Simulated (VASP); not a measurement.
Runs of VASP 6.6.1 on SnSe. The structure is that of space group P2_1/m (No. 11), or close to it. The cells are those of the table. 

```csv
cell,gap on the mesh (eV),largest force (eV/Å)
"a = 4.190, b = 4.190, c = 10.980 Å, angles 88.7, 90.0, 90.0°, 4 atoms",1.44,0.07
"a = 4.190, b = 4.192, c = 10.985 Å, angles 93.4, 90.0, 90.0°, 4 atoms",1.42,0.18
"a = 4.190, b = 4.191, c = 10.983 Å, angles 87.0, 90.0, 90.0°, 4 atoms",1.42,0.15
"a = 4.190, b = 4.191, c = 10.982 Å, angles 87.4, 90.0, 90.0°, 4 atoms",(a),0.13
```

Alike in all rows: task single point; level LDA; potentials or basis VASP PAW LDA potentials, release 64 (Sn_d, Se); no spin polarisation; k mesh 6 × 6 × 4; cutoff (eV) 500; smearing gaussian 0.05 eV.

**Question.** Fill in the values left out.

**Answer.** (a) 1.43.

Caveats: spin-orbit coupling is left out, which moves the levels of the heavy elements.

A k mesh can miss the band edges, and the runs leave out spin-orbit coupling on Se, Sn.
